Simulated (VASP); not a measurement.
# Ti (Im-3m) in VASP: notebook, part 2 of 2

VASP 6.6.1.

## 4. Single point, PBEsol

INCAR reads:

```
  PREC = Accurate
  ENCUT = 520
  EDIFF = 1E-7
  ISMEAR = 0
  SIGMA = 0.15
  LREAL = False
  LASPH = True
  NELM = 100
  ALGO = Normal
  ISIF = 2
  LWAVE = False
  LCHARG = True
  GGA = PS
  LELF = True
  LVHAR = True
  NBANDS = 12
```

KPOINTS reads:

```
Automatic mesh
0
Gamma
  14 14 14
```

POSCAR reads:

```
Ti
1.0
   -1.6051160627      1.6051160627      1.6051160627
    1.6051160627     -1.6051160627      1.6051160627
    1.6051160627      1.6051160627     -1.6051160627
Ti
1
Direct
    0.0000000000      0.0000000000      0.0000000000
```

Potentials or basis: VASP PAW PBE potentials, release 64 (Ti_sv).

Command:

```bash
cat potpaw_PBE.64/Ti_sv/POTCAR > POTCAR
mpirun -np 1 vasp_std > vasp.out
```

OUTCAR:

```text
PREC = Accurate
   ENCUT = 520
   EDIFF = 1E-7
   ISMEAR = 0
   LREAL = False
   LASPH = True
   NELM = 100
   ISIF = 2
   GGA = PS

 ion  position               nearest neighbor table
   1  0.000  0.000  0.000-

  LATTYP: Found a body centered cubic cell.
 ALAT       =     3.2102321254

  Lattice vectors:

 A1 = (  -1.6051160627,   1.6051160627,   1.6051160627)
 A2 = (   1.6051160627,  -1.6051160627,   1.6051160627)
 A3 = (   1.6051160627,   1.6051160627,  -1.6051160627)

Analysis of symmetry for initial positions (statically):
=====================================================================
 Subroutine PRICEL returns:
 Original cell was already a primitive cell.

 Routine SETGRP: Setting up the symmetry group for a
 body centered cubic supercell.

 Subroutine GETGRP returns: Found 48 space group operations
 (whereof 48 operations were pure point group operations)
 out of a pool of 48 trial point group operations.

The static configuration has the point symmetry O_h .

Analysis of symmetry for dynamics (positions and initial velocities):
=====================================================================
 Subroutine PRICEL returns:
 Original cell was already a primitive cell.

 Routine SETGRP: Setting up the symmetry group for a
 body centered cubic supercell.

 Subroutine GETGRP returns: Found 48 space group operations
 (whereof 48 operations were pure point group operations)
 out of a pool of 48 trial point group operations.

The dynamic configuration has the point symmetry O_h .

 Subroutine INISYM returns: Found 48 space group operations
 (whereof 48 operations are pure point group operations),
 and found     1 'primitive' translations

----------------------------------------------------------------------------------------

                                     Primitive cell

  volume of cell :      16.5417

  direct lattice vectors                    reciprocal lattice vectors
    -1.605116063  1.605116063  1.605116063     0.000000000  0.311503954  0.311503954
     1.605116063 -1.605116063  1.605116063     0.311503954  0.000000000  0.311503954
     1.605116063  1.605116063 -1.605116063     0.311503954  0.311503954  0.000000000

  length of vectors
     2.780142573  2.780142573  2.780142573     0.440533116  0.440533116  0.440533116

  position of ions in fractional coordinates (direct lattice)
     0.000000000  0.000000000  0.000000000

  ion indices of the primitive-cell ions
   primitive index   ion index
                 1           1

----------------------------------------------------------------------------------------

 KPOINTS: Automatic mesh

Automatic generation of k-mesh.
 Grid dimensions read from file:
 generate k-points for:   14   14   14

 Generating k-lattice:

  Cartesian coordinates                     Fractional coordinates (reciprocal lattice)
     0.000000000  0.022250282  0.022250282     0.071428571  0.000000000  0.000000000
     0.022250282  0.000000000  0.022250282     0.000000000  0.071428571  0.000000000
     0.022250282  0.022250282  0.000000000     0.000000000  0.000000000  0.071428571

  Length of vectors
     0.031466651  0.031466651  0.031466651

  Shift w.r.t. Gamma in fractional coordinates (k-lattice)
     0.000000000  0.000000000  0.000000000

 Subroutine IBZKPT returns following result:
 ===========================================

 Found    104 irreducible k-points:

 Following reciprocal coordinates:
            Coordinates               Weight
  0.000000  0.000000  0.000000      1.000000
  0.071429  0.000000  0.000000     12.000000
  0.142857  0.000000  0.000000     12.000000
  0.214286  0.000000  0.000000     12.000000
  0.285714  0.000000  0.000000     12.000000
  0.357143  0.000000  0.000000     12.000000
[... 16 lines left out ...]
  0.285714  0.285714  0.000000     24.000000
  0.357143  0.285714  0.000000     24.000000
 [... further k-points ...]
   k-points           NKPTS =    104   k-points in BZ     NKDIM =    104   number of bands    NBANDS=     12
   number of dos      NEDOS =    301   number of ions     NIONS =      1
   total plane-waves  NPLWV =  13824
   dimension x,y,z NGX =    24 NGY =   24 NGZ =   24
   dimension x,y,z NGXF=    48 NGYF=   48 NGZF=   48
   ions per type =               1
   NGX,Y,Z   is equivalent  to a cutoff of  14.35, 14.35, 14.35 a.u.
   NGXF,Y,Z  is equivalent  to a cutoff of  28.70, 28.70, 28.70 a.u.
 SYSTEM =  unknown system
   PREC   = accura    normal or accurate (medium, high low for compatibility)
   ISTART =      0    job   : 0-new  1-cont  2-samecut
   ICHARG =      2    charge: 1-file 2-atom 10-const
   ISPIN  =      1    spin polarized calculation?
   LNONCOLLINEAR =      F non collinear calculations
   LSORBIT =      F    spin-orbit coupling
   LASPH  =      T    aspherical Exc in radial PAW
   ENCUT  =  520.0 eV  38.22 Ry    6.18 a.u.   5.17  5.17  5.17*2*pi/ulx,y,z
   NELM   =    100;   NELMIN=  2; NELMDL= -5     # of ELM steps
   EDIFF  = 0.1E-06   stopping-criterion for ELM
   LREAL  =      F    real-space projection
   EDIFFG = 0.1E-05   stopping-criterion for IOM
   NSW    =      0    number of steps for IOM
   IBRION =     -1    ionic relax: 0-MD 1-quasi-New 2-CG
   NFREE  =      0    steps in history (QN), initial steepest desc. (CG)
   ISIF   =      2    stress and relaxation
   ISYM   =      2    0-nonsym 1-usesym 2-fastsym
   POTIM  = 0.5000    time-step for ionic-motion
   TEBEG  =    0.0;   TEEND  =   0.0 temperature during run
   PSTRESS=    0.0 pullay stress
   NELECT =      12.0000    total number of electrons
   NUPDOWN=      -1.0000    fix difference up-down
   EMIN   =  10.00;   EMAX   =-10.00  energy-range for DOS
   EFERMI =   0.00;   METHOD = LEGACY
   ISMEAR =     0;   SIGMA  =   0.15  broadening in eV -4-tet -1-fermi 0-gaus
   EFERMI_NEDOS =   21; number of points for ismear=-14 and -15
   IALGO  =     38    algorithm
   IMIX   =      4    mixing-type and parameters
     AMIX     =   0.40;   BMIX     =  1.00
     AMIX_MAG =   1.60;   BMIX_MAG =  1.00
  volume/ion in A,a.u.               =      16.54       111.63
  Fermi-wavevector in a.u.,A,eV,Ry     =   1.470987  2.779762 29.440320  2.163802
  Thomas-Fermi vector in A             =   2.586177
   LORBIT       =      0    0 simple, 1 ext, 2 COOP (PROOUT), +10 PAW based schemes
   GGA     = PS    functional components
   LHFCALC =     F    Hartree Fock is set to
   AEXX    =    0.0000 exact exchange contribution
   IVDW    =     0    specifies the selected vdW correction
   LEPSILON=     F    determine dielectric tensor
   LRPA    =     F    only Hartree local field effects (RPA)
 non-spin polarized calculation
 Gauss-broadening in eV      SIGMA  =   0.15
  energy-cutoff  :      520.00
  volume of cell :       16.54
 maximum number of plane-waves:       466
 NGX is ok and might be reduce to    24

 number of electron      12.0000000 magnetization

 Free energy of the ion-electron system (eV)
  ---------------------------------------------------
  ext. energy  EPLUGINS =         0.00000000
  ---------------------------------------------------
  free energy    TOTEN  =        -8.24712200 eV

  energy without entropy =       -8.22178067  energy(sigma->0) =       -8.23445134

 E-fermi :   8.4622     XC(G=0): -11.8665

 val. band max:        8.4560344146   @ k =  -0.2857   0.3571   0.0714
 cond. band min:       8.4637279077   @ k =   0.2857   0.2143  -0.0000
 fundamental gap:      0.0076934931
 Fermi energy:         8.4621715091

 k-point     1 :       0.0000    0.0000    0.0000
  band No.  band energies     occupation
      1     -47.7330      2.00000
      2     -23.6212      2.00000
      3     -23.6212      2.00000
      4     -23.6212      2.00000
      5       2.4156      2.00000
      6       9.4964      0.00000
      7       9.4964      0.00000
      8       9.4964      0.00000
      9      11.3784      0.00000
     10      11.3784      0.00000
     11      26.2389      0.00000
     12      26.2389      0.00000
[... 331 lines left out ...]
 k-point    24 :       0.3571    0.2857    0.0000
  band No.  band energies     occupation
      1     -47.5505      2.00000
      2     -24.2276      2.00000
      3     -24.1035      2.00000
      4     -23.7180      2.00000
      5       7.3010      2.00000
      6       7.8998      2.00000
      7       8.1288      1.99833
      8      11.4974      0.00000
      9      11.7506      0.00000
     10      16.0368      0.00000
     11      17.4286      0.00000
     12      18.4915      0.00000

 [... further k-points ...]
[... 5 lines left out ...]
  --------------------------------------------------------------------------------------
  -------------------------------------------------------------------------------------
  Total       -0.0197873     -0.0197873     -0.0197873     -0.0000000     -0.0000000      0.0000000
  in kB       -1.9165350     -1.9165350     -1.9165350     -0.0000000     -0.0000000      0.0000000
  external PRESSURE =      -1.9165350 kB  Pullay stress =       0.0000000 kB

 VOLUME and BASIS-vectors are now :
 -----------------------------------------------------------------------------
  energy-cutoff  :      520.00
  volume of cell :       16.54
      direct lattice vectors                 reciprocal lattice vectors
    -1.605116063  1.605116063  1.605116063     0.000000000  0.311503954  0.311503954
     1.605116063 -1.605116063  1.605116063     0.311503954  0.000000000  0.311503954
     1.605116063  1.605116063 -1.605116063     0.311503954  0.311503954  0.000000000

 POSITION                                       TOTAL-FORCE (eV/Angst)
 -----------------------------------------------------------------------------------
      0.00000      0.00000      0.00000         0.000000     -0.000000      0.000000
 -----------------------------------------------------------------------------------
    total drift:                               -0.000000      0.000000      0.000000

  FREE ENERGIE OF THE ION-ELECTRON SYSTEM (eV)
  ---------------------------------------------------
  free  energy   TOTEN  =        -8.2471219975 eV

  energy  without entropy=       -8.2217806750  energy(sigma->0) =       -8.23445134
```

OSZICAR:

```text
N       E                     dE             d eps       ncg     rms          rms(c)
DAV:   1     0.857166830650E+02    0.85717E+02   -0.65141E+03  2504   0.122E+03
DAV:   2    -0.505062747869E+01   -0.90767E+02   -0.88295E+02  2544   0.300E+02
DAV:   3    -0.924483075400E+01   -0.41942E+01   -0.41492E+01  3480   0.646E+01
DAV:   4    -0.932507117655E+01   -0.80240E-01   -0.80169E-01  2792   0.807E+00
DAV:   5    -0.932707269278E+01   -0.20015E-02   -0.20014E-02  2972   0.113E+00    0.906E+00
DAV:   6    -0.824415278292E+01    0.10829E+01   -0.24166E+00  2720   0.225E+01    0.228E+00
DAV:   7    -0.823628526466E+01    0.78675E-02   -0.85995E-02  2996   0.322E+00    0.131E+00
DAV:   8    -0.824669321251E+01   -0.10408E-01   -0.39537E-02  2624   0.236E+00    0.126E-01
DAV:   9    -0.824708184527E+01   -0.38863E-03   -0.31183E-03  3044   0.559E-01    0.878E-02
DAV:  10    -0.824714416906E+01   -0.62324E-04   -0.31972E-04  2668   0.207E-01    0.140E-02
DAV:  11    -0.824712212556E+01    0.22044E-04   -0.24818E-05  2932   0.766E-02    0.950E-03
DAV:  12    -0.824712186796E+01    0.25760E-06   -0.22740E-06  2784   0.174E-02    0.101E-03
DAV:  13    -0.824712214267E+01   -0.27472E-06   -0.20976E-07  2884   0.318E-03    0.257E-03
DAV:  14    -0.824712201895E+01    0.12373E-06   -0.86524E-08  1928   0.370E-03    0.523E-04
DAV:  15    -0.824712199747E+01    0.21475E-07   -0.10379E-08  1316   0.114E-03
   1 F= -.82471220E+01 E0= -.82344513E+01  d E =-.253413E-01
```

It took 62 s on 1 thread of AMD EPYC 7R13, shared host; peak memory 0.12 GiB.

What came out:

```yaml
Free_energy: -8.2471 eV
Pressure: -0.2 GPa
Band_gap_on_the_k_mesh: zero (band 6 reaches 9.50 eV, above the bottom of band 7 at 7.77 eV)
```

Levels at points of the mesh, in eV from the Fermi level:
```tsv
k point	band 2	band 3	band 4	band 5	band 6	band 7	band 8	band 9	band 10	band 11
(0.00, 0.00, 0.00)	-32.08	-32.08	-32.08	-6.05	1.03	1.03	1.03	2.92	2.92	17.78
(0.50, 0.00, 0.00)	-32.88	-32.33	-32.09	-2.57	-0.45	1.32	2.91	3.29	4.57	9.34
(0.50, 0.50, 0.50)	-32.63	-32.63	-32.63	-2.26	-2.26	4.19	4.19	4.19	8.77	8.77
```

Caveat: the PAW data sets were made with another functional, which shifts forces and pressure a little.

## 5. Single point, PBEsol

This run uses another cell than the first one: it holds 2 atoms, not 1.

INCAR reads:

```
PREC = Accurate ; ENCUT = 520
EDIFF = 1E-6 ; ISMEAR = 0
SIGMA = 0.15 ; LREAL = F
LASPH = T ; NELM = 100
ALGO = Fast ; ISIF = 2
LWAVE = F ; LCHARG = F
GGA = PS ; NBANDS = 19
```

KPOINTS reads:

```
regular mesh
0
Gamma
  10 10 10
```

POSCAR reads:

```
Ti
1.0
    0.0000000000     -3.2102321255      0.0000000000
   -3.2102321255      0.0000000000      0.0000000000
    0.0000000000      0.0000000000     -3.2102321255
Ti
2
Direct
    0.5000000000      0.5000000000      0.5000000000
    0.0000000000      0.0000000000      0.0000000000
```

Potentials or basis: VASP PAW PBE potentials, release 64 (Ti_sv).

Command:

```bash
cat potpaw_PBE.64/Ti_sv/POTCAR > POTCAR
mpirun -np 1 vasp_std > vasp.out
```

OUTCAR:

```text
PREC = Accurate
   ENCUT = 520
   EDIFF = 1E-6
   ISMEAR = 0
   LREAL = F
   LASPH = T
   NELM = 100
   ISIF = 2
   GGA = PS

 ion  position               nearest neighbor table
   1  0.500  0.500  0.500-   2 2.78   2 2.78   2 2.78   2 2.78   2 2.78   2 2.78   2 2.78   2 2.78

   2  0.000  0.000  0.000-   1 2.78   1 2.78   1 2.78   1 2.78   1 2.78   1 2.78   1 2.78   1 2.78

  LATTYP: Found a simple cubic cell.
 ALAT       =     3.2102321255

  Lattice vectors:

 A1 = (   0.0000000000,  -3.2102321255,   0.0000000000)
 A2 = (  -3.2102321255,   0.0000000000,   0.0000000000)
 A3 = (   0.0000000000,   0.0000000000,  -3.2102321255)

Analysis of symmetry for initial positions (statically):
=====================================================================
 Subroutine PRICEL returns following result:

  LATTYP: Found a body centered cubic cell.
 ALAT       =     3.2102321255

  Lattice vectors:

 A1 = (  -1.6051160628,  -1.6051160628,   1.6051160627)
 A2 = (  -1.6051160627,   1.6051160628,  -1.6051160627)
[... 172 lines left out ...]

 number of electron      23.9999993 magnetization

 Free energy of the ion-electron system (eV)
  ---------------------------------------------------
  ext. energy  EPLUGINS =         0.00000000
  ---------------------------------------------------
  free energy    TOTEN  =       -16.49587229 eV

  energy without entropy =      -16.45013554  energy(sigma->0) =      -16.47300391

 E-fermi :   8.4617     XC(G=0): -11.8666

 val. band max:        8.4569316941   @ k =   0.4000   0.2000   0.1000
 cond. band min:       8.4660123903   @ k =   0.5000   0.0000   0.0000
 fundamental gap:      0.0090806962
 Fermi energy:         8.4617287703

 k-point     1 :       0.0000    0.0000    0.0000
  band No.  band energies     occupation
      1     -47.7331      2.00000
      2     -47.4569      2.00000
      3     -24.1651      2.00000
      4     -24.1651      2.00000
      5     -24.1651      2.00000
      6     -23.6213      2.00000
[... 505 lines left out ...]
      6     -23.9348      2.00000
[... 11 lines left out ...]
     18      11.7225      0.00000
     19      12.2237      0.00000

 [... further k-points ...]
[... 5 lines left out ...]
  --------------------------------------------------------------------------------------
  -------------------------------------------------------------------------------------
  Total       -0.0862542     -0.0862542     -0.0862542      0.0000000     -0.0000000      0.0000000
  in kB       -4.1771639     -4.1771639     -4.1771639      0.0000000     -0.0000000      0.0000000
  external PRESSURE =      -4.1771639 kB  Pullay stress =       0.0000000 kB

 VOLUME and BASIS-vectors are now :
 -----------------------------------------------------------------------------
  energy-cutoff  :      520.00
  volume of cell :       33.08
      direct lattice vectors                 reciprocal lattice vectors
     0.000000000 -3.210232126  0.000000000     0.000000000 -0.311503954  0.000000000
    -3.210232126  0.000000000  0.000000000    -0.311503954  0.000000000  0.000000000
     0.000000000  0.000000000 -3.210232126     0.000000000  0.000000000 -0.311503954

 POSITION                                       TOTAL-FORCE (eV/Angst)
 -----------------------------------------------------------------------------------
     -1.60512     -1.60512     -1.60512         0.000000      0.000000      0.000000
      0.00000      0.00000      0.00000        -0.000000     -0.000000     -0.000000
 -----------------------------------------------------------------------------------
    total drift:                               -0.000000     -0.000000      0.000000

  FREE ENERGIE OF THE ION-ELECTRON SYSTEM (eV)
  ---------------------------------------------------
  free  energy   TOTEN  =       -16.4958722892 eV

  energy  without entropy=      -16.4501355394  energy(sigma->0) =      -16.47300391
```

OSZICAR:

```text
N       E                     dE             d eps       ncg     rms          rms(c)
DAV:   1     0.252039428407E+03    0.25204E+03   -0.12656E+04  2128   0.158E+03
DAV:   2     0.612749712175E+01   -0.24591E+03   -0.24182E+03  2167   0.431E+02
DAV:   3    -0.178402514520E+02   -0.23968E+02   -0.23528E+02  3890   0.119E+02
[... 28 lines left out ...]
RMM:  32    -0.164958681033E+02   -0.16268E-05   -0.20003E-05  1861   0.150E-02    0.130E-02
RMM:  33    -0.164958696424E+02   -0.15391E-05   -0.18067E-05  2035   0.139E-02    0.150E-02
RMM:  34    -0.164958707385E+02   -0.10961E-05   -0.13277E-05  1765   0.123E-02    0.157E-02
RMM:  35    -0.164958716608E+02   -0.92230E-06   -0.11340E-05  1750   0.110E-02    0.155E-02
RMM:  36    -0.164958722892E+02   -0.62841E-06   -0.95778E-06  2208   0.143E-02
   1 F= -.16495872E+02 E0= -.16473004E+02  d E =-.457367E-01
```

It took 2.9 min on 1 thread of AMD EPYC 7R13, shared host; peak memory 0.12 GiB.

Results:

```yaml
Free_energy: -16.4959 eV
Pressure: -0.4 GPa
Band_gap_on_the_k_mesh: zero (band 12 reaches 9.50 eV, above the bottom of band 13 at 7.84 eV)
```

Levels at points of the mesh, in eV from the Fermi level:
```tsv
k point	band 8	band 9	band 10	band 11	band 12	band 13	band 14	band 15	band 16	band 17
(0.00, 0.00, 0.00)	-32.08	-6.05	-2.26	-2.26	1.03	1.03	1.03	2.92	2.92	4.19
(0.50, 0.00, 0.00)	-32.35	-2.63	-2.63	0.00	0.00	1.36	1.36	1.36	1.36	2.50
(0.50, 0.50, 0.00)	-32.09	-2.57	-2.57	-0.45	-0.45	1.32	1.32	2.91	2.91	3.29
(0.50, 0.50, 0.50)	-32.48	-0.62	-0.62	-0.62	-0.62	-0.62	-0.62	3.35	3.35	3.35
```

Caveat: the PAW data sets were made with another functional, which shifts forces and pressure a little.

## 6. Overview

| cell | k mesh | gap on the mesh (eV) | pressure (GPa) |
| --- | --- | --- | --- |
| a = 2.780 Å, angles 109.5°, 1 atom | 26 × 26 × 26 | none | -0.2 |
| a = 2.780 Å, angles 109.5°, 1 atom | 28 × 28 × 28 | none | -0.2 |
| a = 2.780 Å, angles 109.5°, 1 atom | 14 × 14 × 14 | none | -0.2 |
| a = 3.210 Å, 2 atoms | 10 × 10 × 10 | none | -0.4 |

Alike in all rows: task single point; level PBEsol; potentials or basis VASP PAW PBE potentials, release 64 (Ti_sv); no spin polarisation; cutoff (eV) 520; smearing gaussian 0.15 eV.

Every run on the cell as given and a fine mesh finds a metal.

Caveats: the PAW data sets were made with another functional, which shifts forces and pressure a little.

Total energies depend on the potentials used, so only differences within one code and one set of settings carry meaning.
